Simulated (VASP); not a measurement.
# TiAl in VASP: a series of runs

The runs below take TiAl through single point, with LDA.

Program: VASP 6.6.1. These are calculated values, not measurements. Logs are shortened: lines on timing, memory, paths and dates and some standing lists are left out, and cuts for length are marked.

### 1 The cell of the first run

It takes space group Pmmm (No. 47, orthorhombic). The conventional cell has a = 2.952 Å, b = 3.124 Å, c = 3.468 Å, α = 90.00°, β = 90.00°, γ = 90.00°. Within 3.6 Å of Ti (site symmetry mmm) lie 8 Al at 2.76 Å and 6 Ti at 2.95 to 3.47 Å. Within 3.6 Å of Al (site symmetry mmm) lie 8 Ti at 2.76 Å and 6 Al at 2.95 to 3.47 Å.

### 2 Single point, LDA (normal strain along x -0.0550, normal strain along y +0.1100)

Input file INCAR:

```
SYSTEM = TiAl
PREC = Accurate
ENCUT = 520
EDIFF = 1E-6
ISMEAR = 0
SIGMA = 0.15
LREAL = .FALSE.
LASPH = .TRUE.
NELM = 80
ALGO = Fast
ISIF = 2
LWAVE = .FALSE.
LCHARG = .TRUE.
GGA = CA
LELF = .TRUE.
LVHAR = .TRUE.
NBANDS = 14
```

Input file KPOINTS:

```
regular mesh
0
G
  14 14 14
  0 0 0
```

Input file POSCAR:

```
TiAl
1.0
    2.9522614856      0.0000000000      0.0000000000
    0.0000000000      3.4677357133      0.0000000000
    0.0000000000      0.0000000000      3.1240862282
Ti Al
1 1
Direct
    0.0000000000      0.0000000000      0.0000000000
    0.5000000000      0.5000000000      0.5000000000
```

Potentials or basis: VASP PAW LDA potentials, release 64 (Ti_sv, Al).

On the command line:

```console
cat potpaw_LDA.64/Ti_sv/POTCAR potpaw_LDA.64/Al/POTCAR > POTCAR
mpirun -np 1 vasp_std > vasp.out
```

OUTCAR:

```text
SYSTEM = TiAl
   PREC = Accurate
   ENCUT = 520
   EDIFF = 1E-6
   ISMEAR = 0
   LREAL = .FALSE.
   LASPH = .TRUE.
   NELM = 80
   ISIF = 2
   GGA = CA

 ion  position               nearest neighbor table
   1  0.000  0.000  0.000-   2 2.76   2 2.76   2 2.76   2 2.76   2 2.76   2 2.76   2 2.76   2 2.76

   2  0.500  0.500  0.500-   1 2.76   1 2.76   1 2.76   1 2.76   1 2.76   1 2.76   1 2.76   1 2.76

  LATTYP: Found a simple orthorhombic cell.
 ALAT       =     2.9522614856
 B/A-ratio  =     1.0582010582
 C/A-ratio  =     1.1746031746

  Lattice vectors:

 A1 = (  -2.9522614856,   0.0000000000,   0.0000000000)
 A2 = (   0.0000000000,   0.0000000000,   3.1240862282)
 A3 = (   0.0000000000,   3.4677357133,   0.0000000000)

Analysis of symmetry for initial positions (statically):
=====================================================================
 Subroutine PRICEL returns:
 Original cell was already a primitive cell.

 Routine SETGRP: Setting up the symmetry group for a
 simple orthorhombic supercell.

 Subroutine GETGRP returns: Found  8 space group operations
 (whereof  8 operations were pure point group operations)
 out of a pool of  8 trial point group operations.

The static configuration has the point symmetry D_2h.

Analysis of symmetry for dynamics (positions and initial velocities):
=====================================================================
 Subroutine PRICEL returns:
 Original cell was already a primitive cell.

 Routine SETGRP: Setting up the symmetry group for a
 simple orthorhombic supercell.

 Subroutine GETGRP returns: Found  8 space group operations
 (whereof  8 operations were pure point group operations)
 out of a pool of  8 trial point group operations.

The dynamic configuration has the point symmetry D_2h.

 Subroutine INISYM returns: Found  8 space group operations
 (whereof  8 operations are pure point group operations),
 and found     1 'primitive' translations

----------------------------------------------------------------------------------------

                                     Primitive cell

  volume of cell :      31.9833

  direct lattice vectors                    reciprocal lattice vectors
     2.952261486  0.000000000  0.000000000     0.338723384  0.000000000  0.000000000
     0.000000000  3.467735713  0.000000000     0.000000000  0.288372610  0.000000000
     0.000000000  0.000000000  3.124086228     0.000000000  0.000000000  0.320093598

  length of vectors
     2.952261486  3.467735713  3.124086228     0.338723384  0.288372610  0.320093598

  position of ions in fractional coordinates (direct lattice)
[... 79 lines left out ...]
   EDIFF  = 0.1E-05   stopping-criterion for ELM
   LREAL  =      F    real-space projection
[... 7 lines left out ...]
   TEBEG  =    0.0;   TEEND  =   0.0 temperature during run
   PSTRESS=    0.0 pullay stress
   NELECT =      15.0000    total number of electrons
   NUPDOWN=      -1.0000    fix difference up-down
   EMIN   =  10.00;   EMAX   =-10.00  energy-range for DOS
   EFERMI =   0.00;   METHOD = LEGACY
   ISMEAR =     0;   SIGMA  =   0.15  broadening in eV -4-tet -1-fermi 0-gaus
   EFERMI_NEDOS =   21; number of points for ismear=-14 and -15
   IALGO  =     68    algorithm
   IMIX   =      4    mixing-type and parameters
     AMIX     =   0.40;   BMIX     =  1.00
     AMIX_MAG =   1.60;   BMIX_MAG =  1.00
  volume/ion in A,a.u.               =      15.99       107.92
  Fermi-wavevector in a.u.,A,eV,Ry     =   1.271932  2.403603 22.011663  1.617812
  Thomas-Fermi vector in A             =   2.404838
   LORBIT       =      0    0 simple, 1 ext, 2 COOP (PROOUT), +10 PAW based schemes
   GGA     = CA    functional components
   LHFCALC =     F    Hartree Fock is set to
   AEXX    =    0.0000 exact exchange contribution
   IVDW    =     0    specifies the selected vdW correction
   LEPSILON=     F    determine dielectric tensor
   LRPA    =     F    only Hartree local field effects (RPA)
 non-spin polarized calculation
 RMM-DIIS sequential band-by-band and
 Gauss-broadening in eV      SIGMA  =   0.15
  energy-cutoff  :      520.00
  volume of cell :       31.98
 maximum number of plane-waves:       884
 NGX is ok and might be reduce to    24
   NGX = 11   NGY = 13   NGZ = 11

 number of electron      14.9999996 magnetization

 Free energy of the ion-electron system (eV)
  ---------------------------------------------------
  ext. energy  EPLUGINS =         0.00000000
  ---------------------------------------------------
  free energy    TOTEN  =       -13.37103844 eV

  energy without entropy =      -13.34291228  energy(sigma->0) =      -13.35697536

 E-fermi :   8.4474     XC(G=0): -11.3300

 val. band max:        8.4401841374   @ k =   0.2857   0.0714   0.2857
 cond. band min:       8.4476230006   @ k =   0.2857   0.0714   0.1429
 fundamental gap:      0.0074388632
 Fermi energy:         8.4474015440

 k-point     1 :       0.0000    0.0000    0.0000
  band No.  band energies     occupation
      1     -47.6133      2.00000
      2     -24.2949      2.00000
      3     -24.1855      2.00000
      4     -24.0610      2.00000
      5      -0.6641      2.00000
      6       6.9142      2.00000
      7       7.2830      2.00000
      8      10.0279      0.00000
      9      10.4014      0.00000
     10      10.7867      0.00000
     11      10.8420      0.00000
     12      13.4249      0.00000
     13      15.1370      0.00000
     14      17.0347      0.00000
[... 377 lines left out ...]
      1     -47.5749      2.00000
      2     -24.3970      2.00000
      3     -24.2719      2.00000
      4     -24.1520      2.00000
      5       3.3694      2.00000
      6       3.8970      2.00000
      7       7.6129      2.00000
      8       8.2004      1.98013
      9       8.9433      0.00000
     10      10.1980      0.00000
     11      12.1833      0.00000
     12      14.5798      0.00000
     13      15.0817      0.00000
     14      17.7186      0.00000

 [... further k-points ...]
[... 5 lines left out ...]
  --------------------------------------------------------------------------------------
  -------------------------------------------------------------------------------------
  Total       -1.3360583      0.1099583     -1.7893337      0.0000000      0.0000000     -0.0000000
  in kB      -66.9286637      5.5082632    -89.6350962      0.0000000      0.0000000     -0.0000000
  external PRESSURE =     -50.3518322 kB  Pullay stress =       0.0000000 kB

 VOLUME and BASIS-vectors are now :
 -----------------------------------------------------------------------------
  energy-cutoff  :      520.00
  volume of cell :       31.98
      direct lattice vectors                 reciprocal lattice vectors
     2.952261486  0.000000000  0.000000000     0.338723384  0.000000000  0.000000000
     0.000000000  3.467735713  0.000000000     0.000000000  0.288372610  0.000000000
     0.000000000  0.000000000  3.124086228     0.000000000  0.000000000  0.320093598

 POSITION                                       TOTAL-FORCE (eV/Angst)
 -----------------------------------------------------------------------------------
      0.00000      0.00000      0.00000         0.000000      0.000000      0.000000
      1.47613      1.73387      1.56204         0.000000      0.000000      0.000000
 -----------------------------------------------------------------------------------
    total drift:                                0.000000      0.000000      0.000000

  FREE ENERGIE OF THE ION-ELECTRON SYSTEM (eV)
  ---------------------------------------------------
  free  energy   TOTEN  =       -13.3710384431 eV

  energy  without entropy=      -13.3429122808  energy(sigma->0) =      -13.35697536
```

OSZICAR:

```text
N       E                     dE             d eps       ncg     rms          rms(c)
DAV:   1     0.979687992011E+02    0.97969E+02   -0.71075E+03 14348   0.108E+03
DAV:   2    -0.939384354529E+01   -0.10736E+03   -0.10338E+03 14798   0.298E+02
DAV:   3    -0.148238997280E+02   -0.54301E+01   -0.52828E+01 21980   0.639E+01
[... 15 lines left out ...]
RMM:  19    -0.133710323411E+02   -0.35851E-05   -0.34584E-05 16909   0.247E-02    0.923E-04
RMM:  20    -0.133710350560E+02   -0.27149E-05   -0.26920E-05 15840   0.182E-02    0.667E-04
RMM:  21    -0.133710365620E+02   -0.15060E-05   -0.14679E-05 14451   0.144E-02    0.641E-04
RMM:  22    -0.133710377569E+02   -0.11949E-05   -0.12184E-05 13999   0.126E-02    0.711E-04
RMM:  23    -0.133710384431E+02   -0.68613E-06   -0.69791E-06 12081   0.101E-02
   1 F= -.13371038E+02 E0= -.13356975E+02  d E =-.281262E-01
```

stdout:

```text
POSCAR found type information on POSCAR TiAl
 POSCAR found :  2 types and       2 ions
 scaLAPACK will be used
 LDA part: xc-table for (Slater(with rela. corr.)+CA(PZ))
 , standard interpolation
 POSCAR, INCAR and KPOINTS ok, starting setup
 FFT: planning ... GRIDC
 FFT: planning ... GRID_SOFT
 FFT: planning ... GRID
 WAVECAR not read
 entering main loop
WARNING in EDDRMM: call to ZHEGV failed, returncode =   8  4     11
WARNING in EDDRMM: call to ZHEGV failed, returncode =   6  3      6
WARNING in EDDRMM: call to ZHEGV failed, returncode =   8  4     13
WARNING in EDDRMM: call to ZHEGV failed, returncode =   6  3      6
WARNING in EDDRMM: call to ZHEGV failed, returncode =   6  3     13
WARNING in EDDRMM: call to ZHEGV failed, returncode =   8  4      5
WARNING in EDDRMM: call to ZHEGV failed, returncode =   8  4      5
WARNING in EDDRMM: call to ZHEGV failed, returncode =   6  3      8
```

It took 3.4 min on 1 thread of Intel Xeon Platinum 8375C at 2.90GHz (Ice Lake), shared host; peak memory 0.33 GiB.

What came out:

| Property | Result |
| --- | --- |
| Free energy | -13.3710 eV |
| Pressure | -5.0 GPa |
| Band gap on the k mesh | zero (an odd number of electrons rules out a gap without spin polarisation) |

Stress tensor (GPa, compression positive):
```
-6.69  0.00  0.00
 0.00  0.55  0.00
 0.00  0.00 -8.96
```

Levels at points of the mesh, in eV from the Fermi level:
| k point | band 4 | band 5 | band 6 | band 7 | band 8 | band 9 | band 10 | band 11 | band 12 | band 13 |
| --- | --- | --- | --- | --- | --- | --- | --- | --- | --- | --- |
| (0.00, 0.00, 0.00) | -32.51 | -9.11 | -1.53 | -1.16 | 1.58 | 1.95 | 2.34 | 2.39 | 4.98 | 6.69 |
| (0.50, 0.00, 0.00) | -32.60 | -5.12 | -4.83 | -0.67 | -0.27 | 0.44 | 1.93 | 3.92 | 6.55 | 7.59 |
| (0.00, 0.50, 0.00) | -32.50 | -6.63 | -5.18 | -0.63 | 0.37 | 1.05 | 2.10 | 2.43 | 6.87 | 9.36 |
| (0.50, 0.50, 0.00) | -32.59 | -4.89 | -2.36 | -1.44 | -1.29 | 0.76 | 1.09 | 2.46 | 4.76 | 5.20 |
| (0.00, 0.00, 0.50) | -32.49 | -5.73 | -4.99 | -0.74 | -0.48 | 1.06 | 2.17 | 3.31 | 6.24 | 7.47 |
| (0.50, 0.00, 0.50) | -32.69 | -4.31 | -1.62 | -1.25 | -1.11 | 0.11 | 0.27 | 3.25 | 4.94 | 5.70 |
| (0.00, 0.50, 0.50) | -32.49 | -5.32 | -2.49 | -1.94 | -1.47 | 1.30 | 1.48 | 2.35 | 4.37 | 4.62 |
| (0.50, 0.50, 0.50) | -32.75 | -2.92 | -2.91 | -2.89 | 0.86 | 2.54 | 2.83 | 3.26 | 3.31 | 3.53 |

Caveat: the cell differs from its parent crystal (normal strain along x -0.0550, normal strain along y +0.1100); the stress differs along the axes, from -9 to 1 GPa.

[end of part 1 of 2]
